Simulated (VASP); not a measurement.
# Rh (P2_1/m) in VASP: notebook

Runs on Rh. Level: PBEsol. Tasks: single point.

Program: VASP 6.6.1. These are calculated values, not measurements. Logs are shortened: lines on timing, memory, paths and dates and some standing lists are left out, and cuts for length are marked.

**1. The cell of the first run**

It takes space group P2_1/m (No. 11, monoclinic). The conventional cell has a = 2.684 Å, b = 4.428 Å, c = 2.732 Å, α = 90.00°, β = 118.27°, γ = 90.00°. Rh (site symmetry m) has 12 Rh at 2.68 to 2.78 Å within 3.5 Å.

**2. Single point, PBEsol (strain -0.0400 x Voigt [0, 0, 0, 0, 0, 1])**

File INCAR:

```
SYSTEM = Rh
PREC = Accurate
ENCUT = 520
EDIFF = 1E-6
ISMEAR = 0
SIGMA = 0.15
LREAL = .FALSE.
LASPH = .TRUE.
NELM = 100
ALGO = Fast
ISIF = 2
LWAVE = .FALSE.
LCHARG = .FALSE.
GGA = PS
NBANDS = 22
```

File KPOINTS:

```
Automatic mesh
0
G
  18 18 12
  0 0 0
```

File POSCAR:

```
Rh
1.0
    2.7309790422     -0.0546195808      0.0000000000
   -1.4127914657      2.3924070182      0.0000000000
    0.0000000000      0.0000000000      4.4284890000
Rh
2
Direct
    0.6666666667      0.3333333333      0.7500000000
    0.3333333333      0.6666666667      0.2500000000
```

Potentials or basis: VASP PAW PBE potentials, release 64 (Rh_pv).

Started as:

```sh
> cat potpaw_PBE.64/Rh_pv/POTCAR > POTCAR
> mpirun -np 1 vasp_std > vasp.out
```

OUTCAR:

```text
SYSTEM = Rh
   PREC = Accurate
   ENCUT = 520
   EDIFF = 1E-6
   ISMEAR = 0
   LREAL = .FALSE.
   LASPH = .TRUE.
   NELM = 100
   ISIF = 2
   GGA = PS

 ion  position               nearest neighbor table
   1  0.667  0.333  0.750-   2 2.70   2 2.70   2 2.72   2 2.72   2 2.73   2 2.73
   2  0.333  0.667  0.250-   1 2.70   1 2.70   1 2.72   1 2.72   1 2.73   1 2.73

  LATTYP: Found a simple monoclinic cell.
 ALAT       =     2.6838160498
 B/A-ratio  =     1.6500717329
 C/A-ratio  =     1.0177766034
 COS(beta)  =    -0.4736455830

  Lattice vectors:

 A1 = (   1.3181875765,   2.3377874374,   0.0000000000)
 A2 = (   0.0000000000,   0.0000000000,  -4.4284890000)
 A3 = (  -2.7309790422,   0.0546195808,   0.0000000000)

Analysis of symmetry for initial positions (statically):
=====================================================================
 Subroutine PRICEL returns:
 Original cell was already a primitive cell.

 Routine SETGRP: Setting up the symmetry group for a
 simple monoclinic supercell.

 Subroutine GETGRP returns: Found  4 space group operations
 (whereof  2 operations were pure point group operations)
 out of a pool of  4 trial point group operations.

The static configuration has the point symmetry S_2 .
 The point group associated with its full space group is C_2h.

Analysis of symmetry for dynamics (positions and initial velocities):
=====================================================================
 Subroutine PRICEL returns:
 Original cell was already a primitive cell.

 Routine SETGRP: Setting up the symmetry group for a
 simple monoclinic supercell.

 Subroutine GETGRP returns: Found  4 space group operations
 (whereof  2 operations were pure point group operations)
 out of a pool of  4 trial point group operations.

The dynamic configuration has the point symmetry S_2 .
 The point group associated with its full space group is C_2h.

 Subroutine INISYM returns: Found  4 space group operations
 (whereof  2 operations are pure point group operations),
 and found     1 'primitive' translations

----------------------------------------------------------------------------------------

                                     Primitive cell

  volume of cell :      28.5923

  direct lattice vectors                    reciprocal lattice vectors
     2.730979042 -0.054619581  0.000000000     0.370545424  0.218818708  0.000000000
    -1.412791466  2.392407018  0.000000000     0.008459696  0.422984792  0.000000000
     0.000000000  0.000000000  4.428489000     0.000000000  0.000000000  0.225810655

  length of vectors
     2.731525183  2.778415208  4.428489000     0.430331893  0.423069381  0.225810655

  position of ions in fractional coordinates (direct lattice)
     0.666666667  0.333333333  0.750000000
     0.333333333  0.666666667  0.250000000

  ion indices of the primitive-cell ions
   primitive index   ion index
                 1           1
                 2           2

----------------------------------------------------------------------------------------

 KPOINTS: Automatic mesh

Automatic generation of k-mesh.
 Grid dimensions read from file:
 generate k-points for:   18   18   12

 Generating k-lattice:

  Cartesian coordinates                     Fractional coordinates (reciprocal lattice)
     0.020585857  0.012156595  0.000000000     0.055555556  0.000000000  0.000000000
     0.000469983  0.023499155  0.000000000     0.000000000  0.055555556  0.000000000
     0.000000000  0.000000000  0.018817555     0.000000000  0.000000000  0.083333333

  Length of vectors
     0.023907327  0.023503854  0.018817555

  Shift w.r.t. Gamma in fractional coordinates (k-lattice)
     0.000000000  0.000000000  0.000000000

 Subroutine IBZKPT returns following result:
 ===========================================

 Found   1148 irreducible k-points:

 Following reciprocal coordinates:
            Coordinates               Weight
  0.000000  0.000000  0.000000      1.000000
  0.055556 -0.000000  0.000000      2.000000
  0.111111 -0.000000  0.000000      2.000000
  0.166667  0.000000  0.000000      2.000000
  0.222222  0.000000  0.000000      2.000000
  0.277778  0.000000  0.000000      2.000000
[... 16 lines left out ...]
 -0.333333  0.055556  0.000000      2.000000
 -0.277778  0.055556  0.000000      2.000000
 [... further k-points ...]
   k-points           NKPTS =   1148   k-points in BZ     NKDIM =   1148   number of bands    NBANDS=     22
   number of dos      NEDOS =    301   number of ions     NIONS =      2
   total plane-waves  NPLWV =  17280
   dimension x,y,z NGX =    20 NGY =   24 NGZ =   36
   dimension x,y,z NGXF=    40 NGYF=   48 NGZF=   72
   ions per type =               2
   NGX,Y,Z   is equivalent  to a cutoff of  12.17, 14.36, 13.51 a.u.
   NGXF,Y,Z  is equivalent  to a cutoff of  24.34, 28.72, 27.03 a.u.
 SYSTEM =  Rh
   PREC   = accura    normal or accurate (medium, high low for compatibility)
   ISTART =      0    job   : 0-new  1-cont  2-samecut
   ICHARG =      2    charge: 1-file 2-atom 10-const
   ISPIN  =      1    spin polarized calculation?
   LNONCOLLINEAR =      F non collinear calculations
   LSORBIT =      F    spin-orbit coupling
   LASPH  =      T    aspherical Exc in radial PAW
   ENCUT  =  520.0 eV  38.22 Ry    6.18 a.u.   5.08  5.17  8.23*2*pi/ulx,y,z
   NELM   =    100;   NELMIN=  2; NELMDL= -5     # of ELM steps
   EDIFF  = 0.1E-05   stopping-criterion for ELM
   LREAL  =      F    real-space projection
   EDIFFG = 0.1E-04   stopping-criterion for IOM
   NSW    =      0    number of steps for IOM
   IBRION =     -1    ionic relax: 0-MD 1-quasi-New 2-CG
   NFREE  =      0    steps in history (QN), initial steepest desc. (CG)
   ISIF   =      2    stress and relaxation
   ISYM   =      2    0-nonsym 1-usesym 2-fastsym
   POTIM  = 0.5000    time-step for ionic-motion
   TEBEG  =    0.0;   TEEND  =   0.0 temperature during run
   PSTRESS=    0.0 pullay stress
   NELECT =      30.0000    total number of electrons
   NUPDOWN=      -1.0000    fix difference up-down
   EMIN   =  10.00;   EMAX   =-10.00  energy-range for DOS
   EFERMI =   0.00;   METHOD = LEGACY
   ISMEAR =     0;   SIGMA  =   0.15  broadening in eV -4-tet -1-fermi 0-gaus
   EFERMI_NEDOS =   21; number of points for ismear=-14 and -15
   IALGO  =     68    algorithm
   IMIX   =      4    mixing-type and parameters
     AMIX     =   0.40;   BMIX     =  1.00
     AMIX_MAG =   1.60;   BMIX_MAG =  1.00
  volume/ion in A,a.u.               =      14.30        96.48
  Fermi-wavevector in a.u.,A,eV,Ry     =   1.663536  3.143627 37.652107  2.767352
  Thomas-Fermi vector in A             =   2.750236
   LORBIT       =      0    0 simple, 1 ext, 2 COOP (PROOUT), +10 PAW based schemes
   GGA     = PS    functional components
   LHFCALC =     F    Hartree Fock is set to
   AEXX    =    0.0000 exact exchange contribution
   IVDW    =     0    specifies the selected vdW correction
   LEPSILON=     F    determine dielectric tensor
   LRPA    =     F    only Hartree local field effects (RPA)
 non-spin polarized calculation
 RMM-DIIS sequential band-by-band and
 Gauss-broadening in eV      SIGMA  =   0.15
  energy-cutoff  :      520.00
  volume of cell :       28.59
 maximum number of plane-waves:       790
   NGX = 11   NGY = 11   NGZ = 17

 number of electron      29.9999997 magnetization

 Free energy of the ion-electron system (eV)
  ---------------------------------------------------
  ext. energy  EPLUGINS =         0.00000000
  ---------------------------------------------------
  free energy    TOTEN  =       -16.12859474 eV

  energy without entropy =      -16.09050256  energy(sigma->0) =      -16.10954865

 E-fermi :  11.1369     XC(G=0): -13.9656

 val. band max:       11.1367035855   @ k =  -0.0000   0.1667   0.3333
 cond. band min:      11.1370464891   @ k =   0.0000   0.0000   0.2500
 fundamental gap:      0.0003429036
 Fermi energy:        11.1369071777

 k-point     1 :       0.0000    0.0000    0.0000
  band No.  band energies     occupation
      1     -35.8636      2.00000
      2     -35.2895      2.00000
      3     -35.2793      2.00000
      4     -35.2094      2.00000
      5     -35.1970      2.00000
      6     -35.1854      2.00000
[... 14 lines left out ...]
     21      29.1212      0.00000
     22      29.7292      0.00000

 k-point     2 :       0.0556   -0.0000    0.0000
  band No.  band energies     occupation
      1     -35.8569      2.00000
      2     -35.2983      2.00000
      3     -35.2916      2.00000
      4     -35.2119      2.00000
      5     -35.2047      2.00000
      6     -35.1966      2.00000
[... 14 lines left out ...]
     21      29.2455      0.00000
     22      29.8449      0.00000

 k-point     3 :       0.1111   -0.0000    0.0000
  band No.  band energies     occupation
      1     -35.8374      2.00000
      2     -35.3414      2.00000
      3     -35.3087      2.00000
      4     -35.2494      2.00000
      5     -35.2196      2.00000
      6     -35.2064      2.00000
[... 14 lines left out ...]
     21      29.5670      0.00000
     22      29.8637      0.00000

 k-point     4 :       0.1667    0.0000    0.0000
  band No.  band energies     occupation
      1     -35.8061      2.00000
      2     -35.4103      2.00000
      3     -35.3325      2.00000
      4     -35.3186      2.00000
      5     -35.2326      2.00000
      6     -35.2195      2.00000
[... 14 lines left out ...]
     21      29.2734      0.00000
     22      29.7031      0.00000

 k-point     5 :       0.2222    0.0000    0.0000
  band No.  band energies     occupation
      1     -35.7652      2.00000
      2     -35.4950      2.00000
      3     -35.4044      2.00000
      4     -35.3585      2.00000
      5     -35.2511      2.00000
      6     -35.2360      2.00000
[... 417 lines left out ...]
 k-point    22 :      -0.3889    0.0556    0.0000
  band No.  band energies     occupation
      1     -35.6999      2.00000
      2     -35.6387      2.00000
      3     -35.6005      2.00000
      4     -35.4334      2.00000
      5     -35.3214      2.00000
      6     -35.2875      2.00000
[... 14 lines left out ...]
     21      24.2905      0.00000
     22      26.4828      0.00000

 k-point    23 :      -0.3333    0.0556    0.0000
  band No.  band energies     occupation
      1     -35.6899      2.00000
      2     -35.6222      2.00000
      3     -35.5294      2.00000
      4     -35.4073      2.00000
      5     -35.2908      2.00000
      6     -35.2710      2.00000
[... 14 lines left out ...]
     21      25.3562      0.00000
     22      27.3072      0.00000

 k-point    24 :      -0.2778    0.0556    0.0000
  band No.  band energies     occupation
      1     -35.7397      2.00000
      2     -35.5349      2.00000
      3     -35.4508      2.00000
      4     -35.3743      2.00000
      5     -35.2644      2.00000
      6     -35.2519      2.00000
[... 14 lines left out ...]
     21      26.5057      0.00000
     22      28.2829      0.00000

 [... further k-points ...]

------------------------ aborting loop because EDIFF is reached ----------------------------------------

  FORCE on cell =-STRESS in cart. coord.  units (eV):
  Direction    XX          YY          ZZ          XY          YZ          ZX
  --------------------------------------------------------------------------------------
  -------------------------------------------------------------------------------------
  Total       -2.2758349     -2.1652834     -2.6351427      0.9393869      0.0000000      0.0000000
  in kB     -127.5270020   -121.3322194   -147.6609108     52.6387923      0.0000000      0.0000000
  external PRESSURE =    -132.1733774 kB  Pullay stress =       0.0000000 kB

 VOLUME and BASIS-vectors are now :
 -----------------------------------------------------------------------------
  energy-cutoff  :      520.00
  volume of cell :       28.59
      direct lattice vectors                 reciprocal lattice vectors
     2.730979042 -0.054619581  0.000000000     0.370545424  0.218818708  0.000000000
    -1.412791466  2.392407018  0.000000000     0.008459696  0.422984792  0.000000000
     0.000000000  0.000000000  4.428489000     0.000000000  0.000000000  0.225810655

 POSITION                                       TOTAL-FORCE (eV/Angst)
 -----------------------------------------------------------------------------------
      1.34972      0.76106      3.32137        -0.071283     -0.001586      0.000000
     -0.03153      1.57673      1.10712         0.071283      0.001586      0.000000
 -----------------------------------------------------------------------------------
    total drift:                                0.000000     -0.000000      0.000000

  FREE ENERGIE OF THE ION-ELECTRON SYSTEM (eV)
  ---------------------------------------------------
  free  energy   TOTEN  =       -16.1285947388 eV

  energy  without entropy=      -16.0905025615  energy(sigma->0) =      -16.10954865
```

Wall time 7.3 min (1 thread of Oxide Virtual Turin-like, shared host); peak memory 0.57 GiB.

What came out:

```
Free energy            : -16.1286 eV
Pressure               : -13.2 GPa
Largest force          : 0.071 eV/Å
Band gap on the k mesh : zero (bands 15 and 16 overlap by 2.34 eV)
```

Forces in eV/Å, atoms in the order of the input:
```
Rh  -0.071 -0.002  0.000
Rh   0.071  0.002  0.000
```

Stress tensor (GPa, compression positive):
```
-12.75   5.26   0.00
  5.26 -12.13   0.00
  0.00   0.00 -14.77
```

Levels at points of the mesh, in eV from the Fermi level:
| k point | band 13 | band 14 | band 15 | band 16 | band 17 | band 18 |
| --- | --- | --- | --- | --- | --- | --- |
| (0.00, 0.00, 0.00) | -2.08 | -1.85 | -1.72 | 0.07 | 0.20 | 0.67 |
| (0.50, 0.00, 0.00) | -1.95 | 0.49 | 0.54 | 0.77 | 3.06 | 5.17 |
| (0.00, 0.50, 0.00) | -2.06 | 0.39 | 0.58 | 0.67 | 2.92 | 4.94 |
| (0.50, 0.50, 0.00) | -2.16 | 0.36 | 0.64 | 0.64 | 2.74 | 4.68 |
| (0.00, 0.00, 0.50) | -2.68 | -2.68 | -0.48 | -0.48 | -0.32 | -0.32 |
| (0.50, 0.00, 0.50) | -0.25 | -0.25 | 0.66 | 0.66 | 2.77 | 2.77 |
| (0.00, 0.50, 0.50) | -0.30 | -0.30 | 0.58 | 0.58 | 2.58 | 2.58 |
| (0.50, 0.50, 0.50) | -0.34 | -0.34 | 0.54 | 0.54 | 2.39 | 2.39 |

Caveat: the cell differs from its parent crystal (strain -0.0400 x Voigt [0, 0, 0, 0, 0, 1]); the cell stands under tension; the PAW data sets were made with another functional, which shifts forces and pressure a little.

[end of part 1 of 2]
